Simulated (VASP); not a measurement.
EuO (mix):

```xyz
2
Lattice="0.0000 2.5720 2.5720 2.5720 0.0000 2.5720 2.5720 2.5720 0.0000" Properties=species:S:1:pos:R:3 pbc="T T T"
Eu    0.0000    0.0000    0.0000
O     2.5720    2.5720    2.5720
```

- Program: VASP 6.6.1
- Task: relaxation of cell and atoms
- Functional: PBE
- Potentials or basis: VASP PAW PBE potentials, release 64 (Eu, O)
- Cutoff: 600 eV
- k mesh: 14 × 14 × 14
- Occupations: gaussian, width 0.1 eV
- Spin: collinear spin, ferromagnetic start
- Starting moments: [7.28, 0.0] μB

At the start: pressure -4.4 GPa; volume 17.01 Å³/atom.

Problem. Where does the relaxation end?

Solution. Over 3 steps the energy falls by 12.7 meV/atom and the volume is 16.14 Å³/atom (-5.1 %); space group Fm-3m (No. 225, to 0.05 Å); moment 6.94 μB per cell.

The path:
| step | energy change (eV) | largest force (eV/Å) | pressure (GPa) | volume (Å³) |
| --- | --- | --- | --- | --- |
| 1 | 0.0000 | 0.0000 | -4.43 | 34.03 |
| 2 | -0.0228 | 0.0000 | 1.68 | 31.76 |
| 3 | -0.0255 | 0.0000 | 0.02 | 32.29 |

Final structure:
```
Eu O
1.0
     0.00000    2.52733    2.52733
     2.52733    0.00000    2.52733
     2.52733    2.52733    0.00000
Eu O
1 1
Direct
  0.00000 0.00000 0.00000
  0.50000 0.50000 0.50000
```

Caveat: a cell with one magnetic atom can't hold antiferromagnetic order, which such compounds often take; without U or exact exchange the open f shell lies at the Fermi level, which spoils levels, moments and volumes.
